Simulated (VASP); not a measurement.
# Al in VASP: single point with PBE

Aim: the single point of Al with PBE.

Program: VASP 6.6.1. These are calculated values, not measurements. Logs are shortened: lines on timing, memory, paths and dates and some standing lists are left out, and cuts for length are marked.

## Step 1: The cell of the first run

The cell holds a slab with vacuum, 7 atoms: a = 2.864 Å, b = 2.864 Å, c = 30.030 Å, α = 90.00°, β = 90.00°, γ = 60.00°.

## Step 2: Single point, PBE

File INCAR:

```
  PREC = Accurate
  ENCUT = 520
  EDIFF = 1E-6
  ISMEAR = 0
  SIGMA = 0.05
  LREAL = False
  LASPH = True
  NELM = 60
  ALGO = Normal
  ISIF = 2
  LWAVE = False
  LCHARG = False
  LDIPOL = True
  IDIPOL = 3
  DIPOL = 0.5 0.5 0.500
  GGA = PE
  NBANDS = 20
```

File KPOINTS:

```
Automatic mesh
0
Gamma
  16 16 1
```

File POSCAR:

```
Al
1.0
    2.8637824638      0.0000000000      0.0000000000
    1.4318912319      2.4801083646      0.0000000000
    0.0000000000      0.0000000000     30.0296115413
Al
7
Direct
    0.0000000000      0.0000000000      0.2655855603
    0.3333333333      0.3333333333      0.3441748923
    0.6666666667      0.6666666667      0.4219263798
    0.0000000000      0.0000000000      0.4999999953
    0.3333333333      0.3333333333      0.5780736184
    0.6666666667      0.6666666667      0.6558251102
    0.0000000000      0.0000000000      0.7344144436
```

Potentials or basis: VASP PAW PBE potentials, release 64 (Al).

The run is started by

```console
$ cat potpaw_PBE.64/Al/POTCAR > POTCAR
$ mpirun -np 1 vasp_std > vasp.out
```

OUTCAR:

```text
PREC = Accurate
   ENCUT = 520
   EDIFF = 1E-6
   ISMEAR = 0
   LREAL = False
   LASPH = True
   NELM = 60
   ISIF = 2
   GGA = PE

 ion  position               nearest neighbor table
   1  0.000  0.000  0.266-   2 2.88   2 2.88   2 2.88
   2  0.333  0.333  0.344-   3 2.86   3 2.86   3 2.86   1 2.88   1 2.88   1 2.88
   3  0.667  0.667  0.422-   2 2.86   2 2.86   2 2.86   4 2.87   4 2.87   4 2.87
   4  0.000  0.000  0.500-   3 2.87   3 2.87   3 2.87   5 2.87   5 2.87   5 2.87
   5  0.333  0.333  0.578-   6 2.86   6 2.86   6 2.86   4 2.87   4 2.87   4 2.87
   6  0.667  0.667  0.656-   5 2.86   5 2.86   5 2.86   7 2.88   7 2.88   7 2.88
   7  0.000  0.000  0.734-   6 2.88   6 2.88   6 2.88

  LATTYP: Found a hexagonal cell.
 ALAT       =     2.8637824638
 C/A-ratio  =    10.4859960282

  Lattice vectors:

 A1 = (  -1.4318912319,  -2.4801083646,   0.0000000000)
 A2 = (   2.8637824638,   0.0000000000,   0.0000000000)
 A3 = (   0.0000000000,   0.0000000000,  30.0296115413)

Analysis of symmetry for initial positions (statically):
=====================================================================
 Subroutine PRICEL returns:
 Original cell was already a primitive cell.

 Routine SETGRP: Setting up the symmetry group for a
 hexagonal supercell.

 Subroutine GETGRP returns: Found 12 space group operations
 (whereof 12 operations were pure point group operations)
 out of a pool of 24 trial point group operations.

The static configuration has the point symmetry D_3d.

Analysis of symmetry for dynamics (positions and initial velocities):
=====================================================================
 Subroutine PRICEL returns:
 Original cell was already a primitive cell.

 Routine SETGRP: Setting up the symmetry group for a
 hexagonal supercell.

 Subroutine GETGRP returns: Found 12 space group operations
 (whereof 12 operations were pure point group operations)
 out of a pool of 24 trial point group operations.

The dynamic configuration has the point symmetry D_3d.

 Subroutine INISYM returns: Found 12 space group operations
 (whereof 12 operations are pure point group operations),
 and found     1 'primitive' translations

----------------------------------------------------------------------------------------

                                     Primitive cell

  volume of cell :     213.2850

  direct lattice vectors                    reciprocal lattice vectors
     2.863782464  0.000000000  0.000000000     0.349188534 -0.201604094  0.000000000
     1.431891232  2.480108365  0.000000000     0.000000000  0.403208188  0.000000000
     0.000000000  0.000000000 30.029611541     0.000000000  0.000000000  0.033300464

  length of vectors
     2.863782464  2.863782464 30.029611541     0.403208188  0.403208188  0.033300464

  position of ions in fractional coordinates (direct lattice)
     0.000000000  0.000000000  0.265585560
     0.333333333  0.333333333  0.344174892
     0.666666667  0.666666667  0.421926380
     0.000000000  0.000000000  0.499999995
     0.333333333  0.333333333  0.578073618
     0.666666667  0.666666667  0.655825110
     0.000000000  0.000000000  0.734414444

  ion indices of the primitive-cell ions
   primitive index   ion index
                 1           1
                 2           2
                 3           3
                 4           4
                 5           5
                 6           6
                 7           7

----------------------------------------------------------------------------------------

 KPOINTS: Automatic mesh

Automatic generation of k-mesh.
 Grid dimensions read from file:
 generate k-points for:   16   16    1

 Generating k-lattice:

  Cartesian coordinates                     Fractional coordinates (reciprocal lattice)
     0.021824283 -0.012600256  0.000000000     0.062500000  0.000000000  0.000000000
     0.000000000  0.025200512  0.000000000     0.000000000  0.062500000  0.000000000
     0.000000000  0.000000000  0.033300464     0.000000000  0.000000000  1.000000000

  Length of vectors
     0.025200512  0.025200512  0.033300464

  Shift w.r.t. Gamma in fractional coordinates (k-lattice)
     0.000000000  0.000000000  0.000000000

 Subroutine IBZKPT returns following result:
 ===========================================

 Found     30 irreducible k-points:

 Following reciprocal coordinates:
            Coordinates               Weight
  0.000000  0.000000  0.000000      1.000000
  0.062500  0.000000  0.000000      6.000000
  0.125000  0.000000  0.000000      6.000000
  0.187500  0.000000  0.000000      6.000000
  0.250000  0.000000  0.000000      6.000000
  0.312500  0.000000  0.000000      6.000000
[... 16 lines left out ...]
  0.375000  0.187500  0.000000      6.000000
  0.437500  0.187500  0.000000     12.000000
 [... further k-points ...]
   k-points           NKPTS =     30   k-points in BZ     NKDIM =     30   number of bands    NBANDS=     20
   number of dos      NEDOS =    301   number of ions     NIONS =      7
   total plane-waves  NPLWV = 129024
   dimension x,y,z NGX =    24 NGY =   24 NGZ =  224
   dimension x,y,z NGXF=    48 NGYF=   48 NGZF=  448
   ions per type =               7
   NGX,Y,Z   is equivalent  to a cutoff of  13.93, 13.93, 12.40 a.u.
   NGXF,Y,Z  is equivalent  to a cutoff of  27.86, 27.86, 24.80 a.u.
 SYSTEM =  unknown system
   PREC   = accura    normal or accurate (medium, high low for compatibility)
   ISTART =      0    job   : 0-new  1-cont  2-samecut
   ICHARG =      2    charge: 1-file 2-atom 10-const
   ISPIN  =      1    spin polarized calculation?
   LNONCOLLINEAR =      F non collinear calculations
   LSORBIT =      F    spin-orbit coupling
   LASPH  =      T    aspherical Exc in radial PAW
   ENCUT  =  520.0 eV  38.22 Ry    6.18 a.u.   5.32  5.32 55.84*2*pi/ulx,y,z
   NELM   =     60;   NELMIN=  2; NELMDL= -5     # of ELM steps
   EDIFF  = 0.1E-05   stopping-criterion for ELM
   LREAL  =      F    real-space projection
   EDIFFG = 0.1E-04   stopping-criterion for IOM
   NSW    =      0    number of steps for IOM
   IBRION =     -1    ionic relax: 0-MD 1-quasi-New 2-CG
   NFREE  =      0    steps in history (QN), initial steepest desc. (CG)
   ISIF   =      2    stress and relaxation
   ISYM   =      2    0-nonsym 1-usesym 2-fastsym
   POTIM  = 0.5000    time-step for ionic-motion
   TEBEG  =    0.0;   TEEND  =   0.0 temperature during run
   PSTRESS=    0.0 pullay stress
   NELECT =      21.0000    total number of electrons
   NUPDOWN=      -1.0000    fix difference up-down
   EMIN   =  10.00;   EMAX   =-10.00  energy-range for DOS
   EFERMI =   0.00;   METHOD = LEGACY
   ISMEAR =     0;   SIGMA  =   0.05  broadening in eV -4-tet -1-fermi 0-gaus
   EFERMI_NEDOS =   21; number of points for ismear=-14 and -15
   IALGO  =     38    algorithm
   IMIX   =      4    mixing-type and parameters
     AMIX     =   0.40;   BMIX     =  1.00
     AMIX_MAG =   1.60;   BMIX_MAG =  1.00
  volume/ion in A,a.u.               =      30.47       205.62
  Fermi-wavevector in a.u.,A,eV,Ry     =   0.755952  1.428543  7.775241  0.571464
  Thomas-Fermi vector in A             =   1.853963
   LORBIT       =      0    0 simple, 1 ext, 2 COOP (PROOUT), +10 PAW based schemes
   GGA     = PE    functional components
   LHFCALC =     F    Hartree Fock is set to
   AEXX    =    0.0000 exact exchange contribution
   IVDW    =     0    specifies the selected vdW correction
   LEPSILON=     F    determine dielectric tensor
   LRPA    =     F    only Hartree local field effects (RPA)
 non-spin polarized calculation
 Gauss-broadening in eV      SIGMA  =   0.05
  energy-cutoff  :      520.00
  volume of cell :      213.29
 maximum number of plane-waves:      5787
 NGX is ok and might be reduce to    24
   NGX = 11   NGY = 11   NGZ =111

 dipolmoment           0.000000      0.000000     -0.000000 electrons x Angstroem

 number of electron      21.0000000 magnetization

 dipolmoment           0.000000      0.000000      0.000000 electrons x Angstroem

 Free energy of the ion-electron system (eV)
  ---------------------------------------------------
  ext. energy  EPLUGINS =         0.00000000
  ---------------------------------------------------
  free energy    TOTEN  =       -25.49968525 eV

  energy without entropy =      -25.49606749  energy(sigma->0) =      -25.49787637

 E-fermi :   2.5552     XC(G=0):  -6.1699

 val. band max:        2.5307110732   @ k =   0.4375   0.0625   0.0000
 cond. band min:       2.5922604923   @ k =   0.1250   0.0625   0.0000
 fundamental gap:      0.0615494191
 Fermi energy:         2.5552171725

 k-point     1 :       0.0000    0.0000    0.0000
  band No.  band energies     occupation
      1      -8.4247      2.00000
      2      -8.0524      2.00000
      3      -7.4301      2.00000
      4      -6.6003      2.00000
      5      -5.5692      2.00000
      6      -4.3002      2.00000
[... 12 lines left out ...]
     19      11.3866      0.00000
     20      13.3660      0.00000

 k-point     2 :       0.0625    0.0000    0.0000
  band No.  band energies     occupation
      1      -8.3308      2.00000
      2      -7.9587      2.00000
      3      -7.3368      2.00000
      4      -6.5073      2.00000
      5      -5.4767      2.00000
      6      -4.2084      2.00000
[... 12 lines left out ...]
     19      11.4361      0.00000
     20      11.4642      0.00000
[... 465 lines left out ...]
      3      -4.9306      2.00000
      4      -4.1134      2.00000
      5      -3.0988      2.00000
      6      -1.8502      2.00000
[... 12 lines left out ...]
     19       6.5584      0.00000
     20       6.7087      0.00000

 k-point    24 :       0.4375    0.1875    0.0000
  band No.  band energies     occupation
      1      -4.9902      2.00000
      2      -4.6259      2.00000
      3      -4.0166      2.00000
      4      -3.2051      2.00000
      5      -2.1991      2.00000
      6      -0.9657      2.00000
[... 12 lines left out ...]
     19       5.8875      0.00000
     20       6.2551      0.00000

 [... further k-points ...]

------------------------ aborting loop because EDIFF is reached ----------------------------------------

 vacuum level on the upper side and lower side of the slab       (xc-potential included)        -0.105        -0.105

  FORCE on cell =-STRESS in cart. coord.  units (eV):
  Direction    XX          YY          ZZ          XY          YZ          ZX
  --------------------------------------------------------------------------------------
  -------------------------------------------------------------------------------------
  Total       -1.9036096     -1.9036096     -0.0218198      0.0000000     -0.0000000      0.0000000
  in kB      -14.2997376    -14.2997376     -0.1639084      0.0000000     -0.0000000      0.0000000
  external PRESSURE =      -9.5877945 kB  Pullay stress =       0.0000000 kB

 VOLUME and BASIS-vectors are now :
 -----------------------------------------------------------------------------
  energy-cutoff  :      520.00
  volume of cell :      213.29
      direct lattice vectors                 reciprocal lattice vectors
     2.863782464  0.000000000  0.000000000     0.349188534 -0.201604094  0.000000000
     1.431891232  2.480108365  0.000000000     0.000000000  0.403208188  0.000000000
     0.000000000  0.000000000 30.029611541     0.000000000  0.000000000  0.033300464

 POSITION                                       TOTAL-FORCE (eV/Angst)
 -----------------------------------------------------------------------------------
      0.00000      0.00000      7.97543         0.000000     -0.000000      0.000639
      1.43189      0.82670     10.33544        -0.000000      0.000000      0.000583
      2.86378      1.65341     12.67029        -0.000000     -0.000000      0.000298
      0.00000      0.00000     15.01481         0.000000     -0.000000      0.000000
      1.43189      0.82670     17.35933         0.000000     -0.000000     -0.000298
      2.86378      1.65341     19.69417         0.000000      0.000000     -0.000583
      0.00000      0.00000     22.05418         0.000000     -0.000000     -0.000639
 -----------------------------------------------------------------------------------
    total drift:                                0.000000      0.000000     -0.000000

  FREE ENERGIE OF THE ION-ELECTRON SYSTEM (eV)
  ---------------------------------------------------
  free  energy   TOTEN  =       -25.4996852456 eV

  energy  without entropy=      -25.4960674885  energy(sigma->0) =      -25.49787637

 vacuum level on the upper side and lower side of the slab         6.505         6.505
```

It took 5.9 min on 1 thread of Intel Xeon 8259CL, shared host; peak memory 0.38 GiB.

Results:

```
Free energy            : -25.4997 eV
Band gap on the k mesh : zero (an odd number of electrons rules out a gap without spin polarisation)
```

Levels at points of the mesh, in eV from the Fermi level:
```
           k point  band 8  band 9  band 10  band 11  band 12  band 13
(0.00, 0.00, 0.00)   -3.86   -2.06    -0.22     1.57     3.03     3.71
(0.50, 0.00, 0.00)   -3.36   -2.55    -2.00    -1.02    -0.92     0.40
```

The gap in the log of VASP goes by the Fermi energy; the results here count the filled bands.